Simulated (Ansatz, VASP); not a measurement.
HgTe: VASP beside Ansatz

File INCAR:

```
PREC     = Accurate       # precision mode
ENCUT    = 520            # plane-wave cutoff, eV
EDIFF    = 1E-7           # SCF threshold, eV
ISMEAR   = -1             # smearing method
SIGMA    = 0.05           # smearing width, eV
LREAL    = F              # projectors in reciprocal space
LASPH    = T              # aspherical terms in the spheres
NELM     = 60             # most SCF steps
ALGO     = Normal         # electronic algorithm
ISIF     = 2              # what is computed and relaxed
LWAVE    = F              # write WAVECAR
LCHARG   = F              # write CHGCAR
GGA      = PE             # functional
NBANDS   = 16             # bands
```

File KPOINTS:

```
regular mesh
0
Gamma
  9 9 9
```

The input POSCAR:

```
HgTe
1.0
    0.0000000000      3.1582555974      3.1582555974
    3.1582555974      0.0000000000      3.1582555974
    3.1582555974      3.1582555974      0.0000000000
Hg Te
1 1
Direct
    0.0000000000      0.0000000000      0.0000000000
    0.7500000000      0.7500000000      0.7500000000
```

Input for Ansatz:

```yaml
crystal:
  lattice:
    - [0.0, 3.1582555974, 3.1582555974]
    - [3.1582555974, 0.0, 3.1582555974]
    - [3.1582555974, 3.1582555974, 0.0]
  atoms:
    - { symbol: Hg, position: [0.0, 0.0, 0.0] }
    - { symbol: Te, position: [0.75, 0.75, 0.75] }
kpoints:
  mp_grid: { grid: [9, 9, 9] }
scf:
  occupations: { method: fermi_dirac, width: 0.05 }
hamiltonian:
  xc: pbe
  pseudopotentials: { kind: all_electron, lapw: { basis_error: 0.0005 } }
output:
  forces: true
  stress: true
  eigenvalues: true
```

Change from the starting cell: volume scaled by 0.9405.

Alike in both runs: task single point; functional PBE; k mesh 9 × 9 × 9; occupations fermi-dirac, width 0.05 eV; no spin polarisation.

|  | VASP | Ansatz |
| --- | --- | --- |
| version | VASP 6.6.1 | Ansatz 0.2.0 |
| potentials or method | VASP PAW PBE potentials, release 64 (Hg, Te), cutoff 520 eV | all-electron LAPW, scalar-relativistic |

|  | VASP | Ansatz | Ansatz less VASP |
| --- | --- | --- | --- |
| pressure (GPa) | 8.0 | 7.9 | -0.11 |

Ansatz ran all-electron here, and VASP with PAW potentials.

Spin-orbit coupling is off throughout.
